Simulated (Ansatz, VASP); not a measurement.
## CdTe: VASP beside Ansatz

Contents of INCAR:

```
SYSTEM = CdTe
PREC = Accurate
ENCUT = 600
EDIFF = 1E-7
ISMEAR = -1
SIGMA = 0.05
LREAL = .FALSE.
LASPH = .TRUE.
NELM = 80
ALGO = Normal
ISIF = 3
LWAVE = .FALSE.
LCHARG = .FALSE.
GGA = PE
IBRION = 2
NSW = 100
EDIFFG = -0.005
```

Contents of KPOINTS:

```
regular mesh
0
G
  9 9 9
  0 0 0
```

POSCAR

```
CdTe
1.0
    0.0000000000      3.2050000000      3.2050000000
    3.2050000000      0.0000000000      3.2050000000
    3.2050000000      3.2050000000      0.0000000000
Cd Te
1 1
Direct
    0.0000000000      0.0000000000      0.0000000000
    0.2500000000      0.2500000000      0.2500000000
```

Input for Ansatz:

```yaml
crystal:
  lattice:
    - [0.0, 3.205, 3.205]
    - [3.205, 0.0, 3.205]
    - [3.205, 3.205, 0.0]
  atoms:
    - { symbol: Cd, position: [0.0, 0.0, 0.0] }
    - { symbol: Te, position: [0.25, 0.25, 0.25] }
kpoints:
  mp_grid: { grid: [9, 9, 9] }
scf:
  occupations: { method: fermi_dirac, width: 0.05 }
hamiltonian:
  xc: pbe
  pseudopotentials: { kind: paw }
output:
  forces: true
  stress: true
  efg: { contact_densities: true }
relax:
  f_tol: 0.005
  max_steps: 80
  cell: {}
```

Alike in both runs: task relaxation of cell and atoms; functional PBE; k mesh 9 × 9 × 9; occupations fermi-dirac, width 0.05 eV; no spin polarisation.

|  | VASP | Ansatz |
| --- | --- | --- |
| version | VASP 6.6.1 | Ansatz 0.2.0 |
| potentials or method | VASP PAW PBE potentials, release 64 (Cd, Te) | PAW with Ansatz's default frozen-core files, scalar-relativistic |
| plane-wave cutoff (eV) | 600 | 420 |
| valence electrons in the cell | 18 | 36 |

Ansatz gave:

* relaxed volume (Å³/atom): 36.22
* relaxed cell length with the largest relative difference (Å): 4.679

Task: Which values does VASP return?

Result: Relaxed volume (Å³/atom): 36.30; relaxed cell length with the largest relative difference (Å): 4.683.

VASP's potentials hold 18 valence electrons a cell and Ansatz's 36, so a difference there can come from the potentials and not from the codes.

Spin-orbit coupling is off throughout.
